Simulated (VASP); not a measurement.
# ReTeOs3 (Pm-3m) in VASP: further runs

Runs on ReTeOs3. Level: PBE. Tasks: single point, relaxation of cell and atoms.

Program: VASP 6.6.1. These are calculated values, not measurements. Logs are shortened: lines on timing, memory, paths and dates and some standing lists are left out, and cuts for length are marked.

### 1 The cell of the first run

The structure is cubic, space group Pm-3m (No. 221). Conventional cell: a = 4.738 Å, b = 4.738 Å, c = 4.738 Å, α = 90.00°, β = 90.00°, γ = 90.00°. Within 3.1 Å of Re (site symmetry m-3m) lie 6 Os at 2.37 Å. Within 4.4 Å of Te (site symmetry m-3m) lie 12 Os at 3.35 Å and 8 Re at 4.10 Å. Os (site symmetry 4/mmm) has 2 Re at 2.37 Å within 3.1 Å.

### 2 Single point, PBE

Input file INCAR:

```
PREC = Accurate
ENCUT = 520
EDIFF = 1E-6
ISMEAR = 0
SIGMA = 0.1
LREAL = F
LASPH = T
NELM = 100
ALGO = Normal
ISIF = 2
LWAVE = F
LCHARG = F
GGA = PE
NBANDS = 26
```

Input file KPOINTS:

```
Automatic mesh
0
Gamma
  8 8 8
```

Input file POSCAR:

```
ReTeOs3
1.0
    4.7381308477      0.0000000000      0.0000000000
    0.0000000000      4.7381308477      0.0000000000
    0.0000000000      0.0000000000      4.7381308477
Re Te Os
1 1 3
Direct
    0.5000000000      0.5000000000      0.5000000000
    0.0000000000      0.0000000000      0.0000000000
    0.5000000000      0.5000000000      0.0000000000
    0.0000000000      0.5000000000      0.5000000000
    0.5000000000      0.0000000000      0.5000000000
```

Potentials or basis: VASP PAW PBE potentials, release 64 (Re, Te, Os).

Launch:

```bash
$ cat potpaw_PBE.64/Re/POTCAR potpaw_PBE.64/Te/POTCAR potpaw_PBE.64/Os/POTCAR > POTCAR
$ mpirun -np 1 vasp_std > vasp.out
```

OUTCAR:

```text
PREC = Accurate
   ENCUT = 520
   EDIFF = 1E-6
   ISMEAR = 0
   LREAL = F
   LASPH = T
   NELM = 100
   ISIF = 2
   GGA = PE

 ion  position               nearest neighbor table
   1  0.500  0.500  0.500-   3 2.37   4 2.37   5 2.37   3 2.37   5 2.37   4 2.37
   2  0.000  0.000  0.000-   3 3.35   4 3.35   5 3.35   4 3.35   5 3.35   3 3.35   4 3.35   4 3.35
                             3 3.35   5 3.35   5 3.35   3 3.35
   3  0.500  0.500  0.000-   1 2.37   1 2.37   4 3.35   5 3.35   2 3.35   4 3.35   5 3.35   2 3.35
                             5 3.35   5 3.35   2 3.35   4 3.35   4 3.35   2 3.35
   4  0.000  0.500  0.500-   1 2.37   1 2.37   3 3.35   5 3.35   2 3.35   3 3.35   2 3.35   5 3.35
                             2 3.35   2 3.35   3 3.35   5 3.35   3 3.35   5 3.35
   5  0.500  0.000  0.500-   1 2.37   1 2.37   3 3.35   4 3.35   2 3.35   3 3.35   2 3.35   3 3.35
                             4 3.35   3 3.35   2 3.35   4 3.35   2 3.35   4 3.35

  LATTYP: Found a simple cubic cell.
 ALAT       =     4.7381308477

  Lattice vectors:

 A1 = (   4.7381308477,   0.0000000000,   0.0000000000)
 A2 = (   0.0000000000,   4.7381308477,   0.0000000000)
 A3 = (   0.0000000000,   0.0000000000,   4.7381308477)

Analysis of symmetry for initial positions (statically):
=====================================================================
 Subroutine PRICEL returns:
 Original cell was already a primitive cell.

 Routine SETGRP: Setting up the symmetry group for a
 simple cubic supercell.

 Subroutine GETGRP returns: Found 48 space group operations
[... 9 lines left out ...]

 Routine SETGRP: Setting up the symmetry group for a
 simple cubic supercell.

 Subroutine GETGRP returns: Found 48 space group operations
[... 11 lines left out ...]
                                     Primitive cell

  volume of cell :     106.3705

  direct lattice vectors                    reciprocal lattice vectors
     4.738130848  0.000000000  0.000000000     0.211053690  0.000000000  0.000000000
     0.000000000  4.738130848  0.000000000     0.000000000  0.211053690  0.000000000
     0.000000000  0.000000000  4.738130848     0.000000000  0.000000000  0.211053690

  length of vectors
     4.738130848  4.738130848  4.738130848     0.211053690  0.211053690  0.211053690

  position of ions in fractional coordinates (direct lattice)
     0.500000000  0.500000000  0.500000000
     0.000000000  0.000000000  0.000000000
     0.500000000  0.500000000  0.000000000
     0.000000000  0.500000000  0.500000000
     0.500000000  0.000000000  0.500000000

  ion indices of the primitive-cell ions
   primitive index   ion index
                 1           1
                 2           2
                 3           3
                 4           4
                 5           5

----------------------------------------------------------------------------------------

 KPOINTS: Automatic mesh

Automatic generation of k-mesh.
 Grid dimensions read from file:
 generate k-points for:    8    8    8

 Generating k-lattice:

  Cartesian coordinates                     Fractional coordinates (reciprocal lattice)
     0.026381711  0.000000000  0.000000000     0.125000000  0.000000000  0.000000000
     0.000000000  0.026381711  0.000000000     0.000000000  0.125000000  0.000000000
     0.000000000  0.000000000  0.026381711     0.000000000  0.000000000  0.125000000

  Length of vectors
     0.026381711  0.026381711  0.026381711

  Shift w.r.t. Gamma in fractional coordinates (k-lattice)
     0.000000000  0.000000000  0.000000000

 Subroutine IBZKPT returns following result:
 ===========================================

 Found     35 irreducible k-points:

 Following reciprocal coordinates:
            Coordinates               Weight
  0.000000  0.000000  0.000000      1.000000
  0.125000  0.000000  0.000000      6.000000
  0.250000  0.000000  0.000000      6.000000
  0.375000  0.000000  0.000000      6.000000
  0.500000  0.000000  0.000000      3.000000
  0.125000  0.125000  0.000000     12.000000
[... 16 lines left out ...]
  0.375000  0.375000  0.125000     24.000000
  0.500000  0.375000  0.125000     24.000000
 [... further k-points ...]
   k-points           NKPTS =     35   k-points in BZ     NKDIM =     35   number of bands    NBANDS=     26
   number of dos      NEDOS =    301   number of ions     NIONS =      5
   total plane-waves  NPLWV =  46656
   dimension x,y,z NGX =    36 NGY =   36 NGZ =   36
   dimension x,y,z NGXF=    72 NGYF=   72 NGZF=   72
   ions per type =               1   1   3
   NGX,Y,Z   is equivalent  to a cutoff of  12.63, 12.63, 12.63 a.u.
   NGXF,Y,Z  is equivalent  to a cutoff of  25.26, 25.26, 25.26 a.u.
 SYSTEM =  unknown system
   PREC   = accura    normal or accurate (medium, high low for compatibility)
   ISTART =      0    job   : 0-new  1-cont  2-samecut
   ICHARG =      2    charge: 1-file 2-atom 10-const
   ISPIN  =      1    spin polarized calculation?
[... 28 lines left out ...]
  Thomas-Fermi vector in A             =   2.287993
   LORBIT       =      0    0 simple, 1 ext, 2 COOP (PROOUT), +10 PAW based schemes
   GGA     = PE    functional components
   LHFCALC =     F    Hartree Fock is set to
   AEXX    =    0.0000 exact exchange contribution
   IVDW    =     0    specifies the selected vdW correction
   LEPSILON=     F    determine dielectric tensor
   LRPA    =     F    only Hartree local field effects (RPA)
 non-spin polarized calculation
 Gauss-broadening in eV      SIGMA  =   0.10
  energy-cutoff  :      520.00
  volume of cell :      106.37
 maximum number of plane-waves:      2897
 NGX is ok and might be reduce to    36
   NGX = 17   NGY = 17   NGZ = 17

 number of electron      37.0000004 magnetization

 Free energy of the ion-electron system (eV)
  ---------------------------------------------------
  ext. energy  EPLUGINS =         0.00000000
  ---------------------------------------------------
  free energy    TOTEN  =       -38.72812141 eV

  energy without entropy =      -38.67165651  energy(sigma->0) =      -38.69988896

 E-fermi :   6.0127     XC(G=0): -11.4369

 val. band max:        6.0107738471   @ k =   0.3750   0.3750   0.3750
 cond. band min:       6.0191393699   @ k =   0.5000   0.5000   0.2500
 fundamental gap:      0.0083655228
 Fermi energy:         6.0126968348

 k-point     1 :       0.0000    0.0000    0.0000
  band No.  band energies     occupation
      1      -5.9354      2.00000
      2      -1.2710      2.00000
      3      -0.2040      2.00000
      4      -0.2040      2.00000
      5       0.2336      2.00000
      6       0.2336      2.00000
[... 18 lines left out ...]
     25       9.4580      0.00000
     26       9.6634      0.00000

 k-point     2 :       0.1250    0.0000    0.0000
  band No.  band energies     occupation
      1      -5.8845      2.00000
      2      -1.2359      2.00000
      3      -0.1950      2.00000
      4       0.0041      2.00000
      5       0.2469      2.00000
      6       0.3243      2.00000
[... 18 lines left out ...]
     25       9.3652      0.00000
     26       9.5104      0.00000

 k-point     3 :       0.2500    0.0000    0.0000
  band No.  band energies     occupation
      1      -5.7544      2.00000
      2      -1.2832      2.00000
      3      -0.1737      2.00000
      4       0.2799      2.00000
      5       0.5606      2.00000
      6       0.5606      2.00000
[... 18 lines left out ...]
     25       8.5134      0.00000
     26       9.4338      0.00000

 k-point     4 :       0.3750    0.0000    0.0000
  band No.  band energies     occupation
      1      -5.6115      2.00000
      2      -1.4437      2.00000
      3      -0.1528      2.00000
      4       0.3138      2.00000
      5       0.8239      2.00000
      6       0.8239      2.00000
[... 18 lines left out ...]
     25       8.4615      0.00000
     26       9.4498      0.00000
[... 496 lines left out ...]
      1      -5.4552      2.00000
      2      -0.8103      2.00000
      3       0.5106      2.00000
      4       0.8503      2.00000
      5       0.9756      2.00000
      6       1.1916      2.00000
[... 18 lines left out ...]
     25       8.2973      0.00000
     26       8.3484      0.00000

 k-point    23 :       0.3750    0.3750    0.1250
  band No.  band energies     occupation
      1      -5.4311      2.00000
      2      -0.5486      2.00000
      3       0.7267      2.00000
      4       0.9872      2.00000
      5       1.1282      2.00000
      6       1.2488      2.00000
[... 18 lines left out ...]
     25       8.0125      0.00000
     26       8.8086      0.00000

 k-point    24 :       0.5000    0.3750    0.1250
  band No.  band energies     occupation
      1      -5.4035      2.00000
      2      -0.4567      2.00000
      3       0.7822      2.00000
      4       0.9066      2.00000
      5       1.2478      2.00000
      6       1.3577      2.00000
[... 18 lines left out ...]
     25       7.9624      0.00000
     26       8.5774      0.00000

 [... further k-points ...]
[... 5 lines left out ...]
  --------------------------------------------------------------------------------------
  -------------------------------------------------------------------------------------
  Total       -0.5151729     -0.5151729     -0.5151729     -0.0000000      0.0000000     -0.0000000
  in kB       -7.7596560     -7.7596560     -7.7596560     -0.0000000      0.0000000     -0.0000000
  external PRESSURE =      -7.7596560 kB  Pullay stress =       0.0000000 kB

 VOLUME and BASIS-vectors are now :
 -----------------------------------------------------------------------------
  energy-cutoff  :      520.00
  volume of cell :      106.37
      direct lattice vectors                 reciprocal lattice vectors
     4.738130848  0.000000000  0.000000000     0.211053690  0.000000000  0.000000000
     0.000000000  4.738130848  0.000000000     0.000000000  0.211053690  0.000000000
     0.000000000  0.000000000  4.738130848     0.000000000  0.000000000  0.211053690

 POSITION                                       TOTAL-FORCE (eV/Angst)
 -----------------------------------------------------------------------------------
      2.36907      2.36907      2.36907         0.000000      0.000000      0.000000
      0.00000      0.00000      0.00000         0.000000      0.000000      0.000000
      2.36907      2.36907      0.00000         0.000000      0.000000      0.000000
      0.00000      2.36907      2.36907         0.000000      0.000000      0.000000
      2.36907      0.00000      2.36907         0.000000      0.000000      0.000000
 -----------------------------------------------------------------------------------
    total drift:                                0.000000      0.000000      0.000000

  FREE ENERGIE OF THE ION-ELECTRON SYSTEM (eV)
  ---------------------------------------------------
  free  energy   TOTEN  =       -38.7281214144 eV

  energy  without entropy=      -38.6716565133  energy(sigma->0) =      -38.69988896
```

It took 2.3 min on 1 thread of Intel Xeon Platinum 8259CL at 2.50GHz (Skylake/Cascade Lake), shared host; peak memory 0.27 GiB.

What came out:

| Property | Result |
| --- | --- |
| Free energy | -38.7281 eV |
| Pressure | -0.8 GPa |

Caveat: spin-orbit coupling is left out, which moves the levels of the heavy elements.

### 3 Single point, PBE

This run uses another cell than the first one, of 21.36 Å³/atom, 1.004 times its volume.

Input file INCAR:

```
PREC     = Accurate       # precision mode
ENCUT    = 520            # plane-wave cutoff, eV
EDIFF    = 1E-6           # SCF threshold, eV
ISMEAR   = 0              # smearing method
SIGMA    = 0.1            # smearing width, eV
LREAL    = F              # projectors in reciprocal space
LASPH    = T              # aspherical terms in the spheres
NELM     = 100            # most SCF steps
ALGO     = Normal         # electronic algorithm
ISIF     = 2              # what is computed and relaxed
LWAVE    = F              # write WAVECAR
LCHARG   = T              # write CHGCAR
GGA      = PE             # functional
LELF     = T              # ELF
LVHAR    = T            
NBANDS   = 26             # bands
```

Input file KPOINTS:

```
Automatic mesh
0
Gamma
  4 4 4
```

Edit POSCAR of step 2 so:

```diff
@@ -2,5 +2,5 @@
 1.0
-    4.7381308477      0.0000000000      0.0000000000
-    0.0000000000      4.7381308477      0.0000000000
-    0.0000000000      0.0000000000      4.7381308477
+    4.7448231984      0.0000000000      0.0000000000
+    0.0000000000      4.7448231984      0.0000000000
+    0.0000000000      0.0000000000      4.7448231984
 Re Te Os
```

Potentials or basis: VASP PAW PBE potentials, release 64 (Re, Te, Os).

Launch:

```bash
$ cat potpaw_PBE.64/Re/POTCAR potpaw_PBE.64/Te/POTCAR potpaw_PBE.64/Os/POTCAR > POTCAR
$ mpirun -np 1 vasp_std > vasp.out
```

Run time: 39 s. Hardware: 1 thread of Intel Xeon Platinum 8259CL at 2.50GHz (Skylake/Cascade Lake), shared host; peak memory 0.22 GiB.

It converged, with:

| Property | Result |
| --- | --- |
| Free energy | -38.7449 eV |
| Pressure | -0.7 GPa |

Levels at points of the mesh, in eV from the Fermi level:
```
           k point  band 15  band 16  band 17  band 18  band 19  band 20  band 21  band 22
(0.00, 0.00, 0.00)    -1.01    -1.01     0.23     0.23     0.23     0.54     1.78     1.78
(0.50, 0.00, 0.00)    -1.44    -1.28    -0.71    -0.19     0.23     0.77     0.77     1.53
(0.50, 0.50, 0.00)    -1.48    -1.15    -0.56    -0.39    -0.28     0.09     0.28     0.28
(0.50, 0.50, 0.50)    -1.44    -1.44    -1.32    -1.07    -1.07    -1.07    -0.47    -0.47
```

Caveat: spin-orbit coupling is left out, which moves the levels of the heavy elements.

### 4 Relaxation of cell and atoms, PBE

This run uses another cell than the first one, of 15.97 Å³/atom, 0.751 times its volume.

Input file INCAR:

```
SYSTEM = ReTeOs3
PREC = Accurate
ENCUT = 600
EDIFF = 1E-7
ISMEAR = 0
SIGMA = 0.1
LREAL = .False.
LASPH = .True.
NELM = 100
ALGO = Normal
ISIF = 3
LWAVE = .False.
LCHARG = .False.
GGA = PE
IBRION = 2
NSW = 90
EDIFFG = -0.04
```

Input file KPOINTS:

```
Automatic mesh
0
Gamma
  4 4 4
  0 0 0
```

Edit POSCAR of step 3 so:

```diff
@@ -2,5 +2,5 @@
 1.0
-    4.7448231984      0.0000000000      0.0000000000
-    0.0000000000      4.7448231984      0.0000000000
-    0.0000000000      0.0000000000      4.7448231984
+    4.3062548900      0.0000000000      0.0000000000
+    0.0000000000      4.3062548900      0.0000000000
+    0.0000000000      0.0000000000      4.3062548900
 Re Te Os
```

Launch:

```bash
$ cat potpaw_PBE.64/Re/POTCAR potpaw_PBE.64/Te/POTCAR potpaw_PBE.64/Os/POTCAR > POTCAR
$ mpirun -np 1 vasp_std > vasp.out
```

Run time: 5.1 min. Hardware: 1 thread of Intel Xeon Platinum 8259CL at 2.50GHz (Skylake/Cascade Lake), shared host; peak memory 0.23 GiB.

Results (log left out):

| Item | Value |
| --- | --- |
| Free energy | -38.7370 eV |
| Relaxed volume | 21.23 Å³/atom |
| Relaxed cell | a = 4.735 Å, b = 4.735 Å, c = 4.735 Å, α = 90.00°, β = 90.00°, γ = 90.00° |
| Space group after relaxing (to 0.05 Å) | Pm-3m (No. 221) |
| Energy gained by relaxing | 1103.4 meV/atom |
| Ionic steps | 5 |
| Pressure after relaxing | 0.3 GPa |

Step by step:
| step | energy change (eV) | largest force (eV/Å) | pressure (GPa) | volume (Å³) |
| --- | --- | --- | --- | --- |
| 1 | 0.0000 | 0.0000 | 85.78 | 79.85 |
| 2 | 9.6505 | 0.0000 | -18.74 | 225.05 |
| 3 | -5.1771 | 0.0000 | -10.97 | 115.52 |
| 4 | -5.4762 | 0.0000 | -4.23 | 109.37 |
| 5 | -5.5171 | 0.0000 | 0.30 | 106.15 |

Final structure:
```
Re Te Os
1.0
     4.73488    0.00000    0.00000
     0.00000    4.73488    0.00000
     0.00000    0.00000    4.73488
Re Te Os
1 1 3
Cartesian
  2.3674 2.3674 2.3674
  0.0000 0.0000 0.0000
  2.3674 2.3674 0.0000
  0.0000 2.3674 2.3674
  2.3674 0.0000 2.3674
```

Levels at points of the mesh, in eV from the Fermi level:
```
           k point  band 15  band 16  band 17  band 18  band 19  band 20  band 21  band 22
(0.00, 0.00, 0.00)    -1.02    -1.02     0.23     0.23     0.23     0.55     1.80     1.80
(0.50, 0.00, 0.00)    -1.45    -1.30    -0.72    -0.19     0.23     0.78     0.78     1.54
(0.50, 0.50, 0.00)    -1.49    -1.16    -0.57    -0.39    -0.29     0.10     0.28     0.28
(0.50, 0.50, 0.50)    -1.44    -1.44    -1.32    -1.08    -1.08    -1.08    -0.48    -0.48
```

Caveat: the k points lie up to 0.33 Å⁻¹ apart in the final cell; the volume moved by over 15 % at a fixed basis, so the end points are rough; the bands computed are all filled at some k points, so no gap is given; spin-orbit coupling is left out, which moves the levels of the heavy elements.

### 5 Single point, PBE

This run uses another cell than the first one, of 15.97 Å³/atom, 0.751 times its volume.

Input file INCAR:

```
SYSTEM = ReTeOs3
PREC     = Accurate       ! precision mode
ENCUT    = 520            ! plane-wave cutoff, eV
EDIFF    = 1E-7           ! SCF threshold, eV
ISMEAR   = 0              ! smearing method
SIGMA    = 0.1            ! smearing width, eV
LREAL    = .FALSE.        ! projectors in reciprocal space
LASPH    = .TRUE.         ! aspherical terms in the spheres
NELM     = 100            ! most SCF steps
ALGO     = Normal         ! electronic algorithm
ISIF     = 2              ! what is computed and relaxed
LWAVE    = .FALSE.        ! write WAVECAR
LCHARG   = .FALSE.        ! write CHGCAR
GGA      = PE             ! functional
NBANDS   = 26             ! bands
```

Input file KPOINTS:

```
Automatic mesh
0
G
  4 4 4
  0 0 0
```

POSCAR is that of step 4.

Launch:

```bash
$ cat potpaw_PBE.64/Re/POTCAR potpaw_PBE.64/Te/POTCAR potpaw_PBE.64/Os/POTCAR > POTCAR
$ mpirun -np 1 vasp_std > vasp.out
```

It took 31 s on 1 thread of Intel Xeon Platinum 8259CL at 2.50GHz (Skylake/Cascade Lake), shared host; peak memory 0.18 GiB.

The run converged. Its results:

```
Free energy : -33.2215 eV
Pressure    : 85.7 GPa
```

Levels at points of the mesh, in eV from the Fermi level:
```
           k point  band 15  band 16  band 17  band 18  band 19  band 20  band 21  band 22
(0.00, 0.00, 0.00)    -1.77    -1.77     0.31     0.31     0.31     0.90     2.83     2.83
(0.50, 0.00, 0.00)    -1.82    -1.69    -1.29     0.15     0.31     1.26     1.26     2.40
(0.50, 0.50, 0.00)    -1.81    -1.81    -1.03    -0.71    -0.41     0.53     0.53     0.65
(0.50, 0.50, 0.50)    -1.96    -1.96    -1.85    -1.74    -1.74    -1.44    -0.86    -0.86
```

Caveat: the k points lie up to 0.36 Å⁻¹ apart; spin-orbit coupling is left out, which moves the levels of the heavy elements.

### 6 Overview

```tsv
task	cell	k mesh	cutoff (eV)	gap on the mesh (eV)	pressure (GPa)
single point	a = 4.738 Å, 5 atoms	8 × 8 × 8	520	none	-0.8
single point	a = 4.745 Å, 5 atoms	4 × 4 × 4	520	none	-0.7
relaxation of cell and atoms	relaxed from a = 4.306 Å, 5 atoms	4 × 4 × 4	600	-	0.3
single point	a = 4.306 Å, 5 atoms	4 × 4 × 4	520	none	85.7
```

Alike in all rows: level PBE; potentials or basis VASP PAW PBE potentials, release 64 (Re, Te, Os); no spin polarisation; smearing gaussian 0.1 eV.

Caveats: some runs use coarse meshes; spin-orbit coupling is left out, which moves the levels of the heavy elements; the volume moved by over 15 % at a fixed basis, so the end points are rough (some runs); the bands computed are all filled at some k points, so no gap is given (some runs).

Absolute energies hang on the potentials; compare differences alone.
